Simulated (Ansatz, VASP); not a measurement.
TaN: VASP beside Ansatz

The input INCAR:

```
PREC     = Accurate       # precision mode
ENCUT    = 600            # plane-wave cutoff, eV
EDIFF    = 1E-6           # SCF threshold, eV
ISMEAR   = 0              # smearing method
SIGMA    = 0.1            # smearing width, eV
LREAL    = F              # projectors in reciprocal space
LASPH    = T              # aspherical terms in the spheres
NELM     = 120            # most SCF steps
ALGO     = Normal         # electronic algorithm
ISIF     = 2              # what is computed and relaxed
LWAVE    = F              # write WAVECAR
LCHARG   = F              # write CHGCAR
GGA      = CA             # functional
NBANDS   = 15             # bands
GGA_COMPAT= F
```

The input KPOINTS:

```
regular mesh
0
Gamma
  8 8 8
```

Contents of POSCAR:

```
TaN
1.0
    0.0000000000      2.1950000000      2.1950000000
    2.1950000000      0.0000000000      2.1950000000
    2.1950000000      2.1950000000      0.0000000000
Ta N
1 1
Direct
    0.0000000000      0.0000000000      0.0000000000
    0.5000000000      0.5000000000      0.5000000000
```

Input for Ansatz:

```yaml
crystal:
  lattice:
    - [0.0, 2.195, 2.195]
    - [2.195, 0.0, 2.195]
    - [2.195, 2.195, 0.0]
  atoms:
    - { symbol: Ta, position: [0.0, 0.0, 0.0] }
    - { symbol: "N", position: [0.5, 0.5, 0.5] }
basis:
  ecutwfc: 420
kpoints:
  mp_grid: { grid: [8, 8, 8] }
hamiltonian:
  xc: lda
  pseudopotentials: { kind: paw, azcp: { folder: soft_1 } }
scf:
  occupations: { method: gaussian, width: 0.1 }
output:
  forces: true
  stress: true
  eigenvalues: true
```

Alike in both runs: task single point; functional LDA; k mesh 8 × 8 × 8; occupations gaussian, width 0.1 eV; no spin polarisation.

```csv
,VASP,Ansatz
version,VASP 6.6.1,Ansatz 0.2.0
potentials or method,"VASP PAW LDA potentials, release 64 (Ta_pv, N), cutoff 600 eV","scalar-relativistic, plane waves, PAW"
valence electrons in the cell,16,18
```

```csv
,VASP,Ansatz,Ansatz less VASP
gap on the k mesh at the Fermi level (eV),none,none,-
pressure (GPa),-8.1,-10.1,-1.98
```

Ansatz warns that its potentials were made for another functional, while VASP's fit it. LDA's correlation is that of Perdew and Zunger in VASP and of Perdew and Wang (1992) in Ansatz. A gap of «none» marks a metal or a gap that the smearing closes. VASP's potentials hold 16 valence electrons a cell and Ansatz's 18, so a difference there can come from the potentials and not from the codes.

Neither program's run includes spin-orbit coupling.
